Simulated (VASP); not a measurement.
# Cd7Se8 (a cell with a defect) in VASP: single point with PBE

Aim: the single point of Cd7Se8 (a cell with a defect) with PBE.

Everything below comes from runs of VASP 6.6.1. Logs are shortened: lines on timing, memory, paths and dates and some standing lists are left out, and cuts for length are marked.

### Step 1. The cell of the first run

The cell holds a defect, 15 atoms: a = 8.654 Å, b = 8.654 Å, c = 7.064 Å, α = 90.00°, β = 90.00°, γ = 120.00°.

### Step 2. Single point, PBE

The input, INCAR:

```
SYSTEM = Cd7Se8
PREC     = Accurate       ! precision mode
ENCUT    = 520            ! plane-wave cutoff, eV
EDIFF    = 1E-7           ! SCF threshold, eV
ISMEAR   = 1              ! smearing method
SIGMA    = 0.15           ! smearing width, eV
LREAL    = Auto         
LASPH    = .True.         ! aspherical terms in the spheres
NELM     = 100            ! most SCF steps
ALGO     = Normal         ! electronic algorithm
ISIF     = 2              ! what is computed and relaxed
LWAVE    = .False.        ! write WAVECAR
LCHARG   = .False.        ! write CHGCAR
GGA      = PE             ! functional
NBANDS   = 79             ! bands
```

The input, KPOINTS:

```
Automatic mesh
0
Gamma
  2 2 2
  0 0 0
```

The input, POSCAR:

```
Cd7Se8
1.0
    8.6536303400     -0.0000005800      0.0000000000
   -4.3268146700      7.4942640000      0.0000000000
    0.0000000000      0.0000000000      7.0637770000
Cd Se
7 8
Direct
    0.3271901289      0.1741406748      0.5140829049
    0.1774512588      0.8392066390     -0.0030640831
    0.3271788109      0.6540473073      0.5140299588
    0.6619869420      0.3236746642     -0.0030337877
    0.8473066724      0.1739761892      0.5139995218
    0.6620652431      0.8390386813     -0.0031888040
    0.8338199536      0.6672873392      0.5008876979
    0.1672480958      0.3340804510      0.3479467146
    0.3228333289      0.1783643047      0.8888199613
    0.1715372392      0.8362606521      0.3800799487
    0.3228543630      0.6454742170      0.8887290751
    0.6650165309      0.3295803812      0.3800958043
    0.8556906178      0.1782251728      0.8887202979
    0.6650103603      0.8361404650      0.3799709419
    0.8338587406      0.6672375678      0.8807241508
```

Potentials or basis: VASP PAW PBE potentials, release 64 (Cd, Se).

On the command line:

```sh
$ cat potpaw_PBE.64/Cd/POTCAR potpaw_PBE.64/Se/POTCAR > POTCAR
$ mpirun -np 1 vasp_std > vasp.out
```

OUTCAR:

```text
SYSTEM = Cd7Se8
   PREC = Accurate
   ENCUT = 520
   EDIFF = 1E-7
   ISMEAR = 1
   LREAL = Auto
   LASPH = .True.
   NELM = 100
   ISIF = 2
   GGA = PE

 ion  position               nearest neighbor table
   1  0.327  0.174  0.514-   9 2.65   8 2.67  12 2.71  10 2.71
   2  0.177  0.839  0.997-   9 2.66  11 2.66  15 2.70  10 2.71
   3  0.327  0.654  0.514-  11 2.65   8 2.67  10 2.71  14 2.71
   4  0.662  0.324  0.997-   9 2.66  13 2.66  15 2.70  12 2.71
   5  0.847  0.174  0.514-  13 2.65   8 2.67  14 2.71  12 2.71
   6  0.662  0.839  0.997-  13 2.66  11 2.66  15 2.70  14 2.71
   7  0.834  0.667  0.501-  14 2.67  12 2.67  10 2.67  15 2.68
   8  0.167  0.334  0.348-   1 2.67   5 2.67   3 2.67
   9  0.323  0.178  0.889-   1 2.65   2 2.66   4 2.66
  10  0.172  0.836  0.380-   7 2.67   3 2.71   1 2.71   2 2.71
  11  0.323  0.645  0.889-   3 2.65   2 2.66   6 2.66
  12  0.665  0.330  0.380-   7 2.67   1 2.71   5 2.71   4 2.71
  13  0.856  0.178  0.889-   5 2.65   6 2.66   4 2.66
  14  0.665  0.836  0.380-   7 2.67   3 2.71   5 2.71   6 2.71
  15  0.834  0.667  0.881-   7 2.68   6 2.70   4 2.70   2 2.70

  LATTYP: Found a hexagonal cell.
 ALAT       =     8.6536303400
 C/A-ratio  =     0.8162790323

  Lattice vectors:

 A1 = (   8.6536303400,  -0.0000005800,   0.0000000000)
 A2 = (  -4.3268146700,   7.4942640000,   0.0000000000)
 A3 = (   0.0000000000,   0.0000000000,   7.0637770000)

Analysis of symmetry for initial positions (statically):
=====================================================================
 Subroutine PRICEL returns:
 Original cell was already a primitive cell.

 Routine SETGRP: Setting up the symmetry group for a
 hexagonal supercell.

 Subroutine GETGRP returns: Found  1 space group operations
 (whereof  1 operations were pure point group operations)
 out of a pool of 24 trial point group operations.

The static configuration has the point symmetry C_1 .

Analysis of symmetry for dynamics (positions and initial velocities):
=====================================================================
 Subroutine PRICEL returns:
 Original cell was already a primitive cell.

 Routine SETGRP: Setting up the symmetry group for a
 hexagonal supercell.

 Subroutine GETGRP returns: Found  1 space group operations
 (whereof  1 operations were pure point group operations)
 out of a pool of 24 trial point group operations.
[... 124 lines left out ...]
   EFERMI =   0.00;   METHOD = LEGACY
   ISMEAR =     1;   SIGMA  =   0.15  broadening in eV -4-tet -1-fermi 0-gaus
   EFERMI_NEDOS =   21; number of points for ismear=-14 and -15
   IALGO  =     38    algorithm
   IMIX   =      4    mixing-type and parameters
     AMIX     =   0.40;   BMIX     =  1.00
     AMIX_MAG =   1.60;   BMIX_MAG =  1.00
  volume/ion in A,a.u.               =      30.54       206.10
  Fermi-wavevector in a.u.,A,eV,Ry     =   1.081296  2.043354 15.907954  1.169202
  Thomas-Fermi vector in A             =   2.217309
   LORBIT       =      0    0 simple, 1 ext, 2 COOP (PROOUT), +10 PAW based schemes
   GGA     = PE    functional components
   LHFCALC =     F    Hartree Fock is set to
   AEXX    =    0.0000 exact exchange contribution
   IVDW    =     0    specifies the selected vdW correction
   LEPSILON=     F    determine dielectric tensor
   LRPA    =     F    only Hartree local field effects (RPA)
 non-spin polarized calculation
 Methfessel and Paxton  Order N= 1 SIGMA  =   0.15
  energy-cutoff  :      520.00
  volume of cell :      458.10
 maximum number of plane-waves:     12360
   NGX = 33   NGY = 33   NGZ = 27

 number of electron     131.9999978 magnetization

 Free energy of the ion-electron system (eV)
  ---------------------------------------------------
  ext. energy  EPLUGINS =         0.00000000
  ---------------------------------------------------
  free energy    TOTEN  =       -39.90269814 eV

  energy without entropy =      -39.89188577  energy(sigma->0) =      -39.89909402

 E-fermi :   0.1678     XC(G=0):  -8.5221

 val. band max:        0.1459521367   @ k =   0.5000   0.0000   0.0000
 cond. band min:       0.1861484560   @ k =   0.0000   0.0000   0.5000
 fundamental gap:      0.0401963193
 Fermi energy:         0.1678380084

 k-point     1 :       0.0000    0.0000    0.0000
  band No.  band energies     occupation
      1     -11.9389      2.00000
      2     -11.6213      2.00000
      3     -11.6211      2.00000
      4     -11.6001      2.00000
      5     -11.5668      2.00000
      6     -11.4523      2.00000
[... 637 lines left out ...]
     77       5.3495      0.00000
     78       5.4408      0.00000
 [bands above 78 left out]

------------------------ aborting loop because EDIFF is reached ----------------------------------------

  FORCE on cell =-STRESS in cart. coord.  units (eV):
  Direction    XX          YY          ZZ          XY          YZ          ZX
  --------------------------------------------------------------------------------------
  -------------------------------------------------------------------------------------
  Total       -1.2993613     -1.2917918     -0.9715929     -0.0042091     -0.0014634      0.0024660
  in kB       -4.5443965     -4.5179230     -3.3980568     -0.0147210     -0.0051182      0.0086245
  external PRESSURE =      -4.1534588 kB  Pullay stress =       0.0000000 kB

 VOLUME and BASIS-vectors are now :
 -----------------------------------------------------------------------------
  energy-cutoff  :      520.00
  volume of cell :      458.10
      direct lattice vectors                 reciprocal lattice vectors
     8.653630340 -0.000000580  0.000000000     0.115558442  0.066717687  0.000000000
    -4.326814670  7.494264000  0.000000000     0.000000009  0.133435390  0.000000000
     0.000000000  0.000000000  7.063777000     0.000000000  0.000000000  0.141567323

 POSITION                                       TOTAL-FORCE (eV/Angst)
 -----------------------------------------------------------------------------------
      2.07791      1.30506      3.63137        -0.008617      0.003237     -0.002906
     -2.09549      6.28924      7.04213        -0.009278     -0.005554     -0.001779
      0.00134      4.90160      3.63099        -0.000415     -0.009658     -0.003249
      4.32811      2.42570      7.04235        -0.000294      0.009475     -0.001950
      6.57952      1.30382      3.63078         0.007787      0.004792     -0.003750
      2.09890      6.28798      7.04125         0.007483     -0.005478     -0.001897
      4.32834      5.00083      3.53816         0.000192     -0.000083     -0.005756
      0.00180      2.50369      2.45782         0.000262      0.001731     -0.034212
      2.02193      1.33671      6.27843        -0.002423      0.003619      0.005973
     -2.13392      6.26716      2.68480        -0.003942      0.000705      0.008983
      0.00101      4.83735      6.27778         0.001681     -0.005989      0.006109
      4.32877      2.46996      2.68491        -0.000240     -0.001012      0.005566
      6.63368      1.33567      6.27772         0.003400      0.000895      0.006246
      2.13693      6.26626      2.68403         0.005092      0.002686      0.008246
      4.32889      5.00045      6.22124        -0.000688      0.000633      0.014376
 -----------------------------------------------------------------------------------
    total drift:                                0.001923      0.002895     -0.000567

  FREE ENERGIE OF THE ION-ELECTRON SYSTEM (eV)
  ---------------------------------------------------
  free  energy   TOTEN  =       -39.9026981449 eV

  energy  without entropy=      -39.8918857698  energy(sigma->0) =      -39.89909402
```

stdout:

```text
POSCAR found type information on POSCAR CdSe
 POSCAR found :  2 types and      15 ions
 scaLAPACK will be used
 LDA part: xc-table for (Slater+PW92), standard interpolation
 POSCAR, INCAR and KPOINTS ok, starting setup
 FFT: planning ... GRIDC
 FFT: planning ... GRID_SOFT
 FFT: planning ... GRID
 WAVECAR not read
 entering main loop
```

It took 10 min on 1 thread of Intel Xeon 6975P-C, shared host; peak memory 0.58 GiB.

What came out:

| Quantity | Value |
| --- | --- |
| Free energy | -39.9027 eV |
| Pressure | -0.4 GPa |
| Largest force | 0.034 eV/Å |
| Band gap on the k mesh | zero (band 66 reaches 0.46 eV, above the bottom of band 67 at -0.05 eV) |

Forces on the atoms (eV/Å):
```
Cd  -0.009  0.003 -0.003
Cd  -0.009 -0.006 -0.002
Cd   0.000 -0.010 -0.003
Cd   0.000  0.009 -0.002
Cd   0.008  0.005 -0.004
Cd   0.007 -0.005 -0.002
Cd   0.000  0.000 -0.006
Se   0.000  0.002 -0.034
Se  -0.002  0.004  0.006
Se  -0.004  0.001  0.009
Se   0.002 -0.006  0.006
Se   0.000 -0.001  0.006
Se   0.003  0.001  0.006
Se   0.005  0.003  0.008
Se  -0.001  0.001  0.014
```

Stress tensor (GPa, compression positive):
```
-0.45  0.00  0.00
 0.00 -0.45  0.00
 0.00  0.00 -0.34
```

Caveat: the k points lie up to 0.44 Å⁻¹ apart.
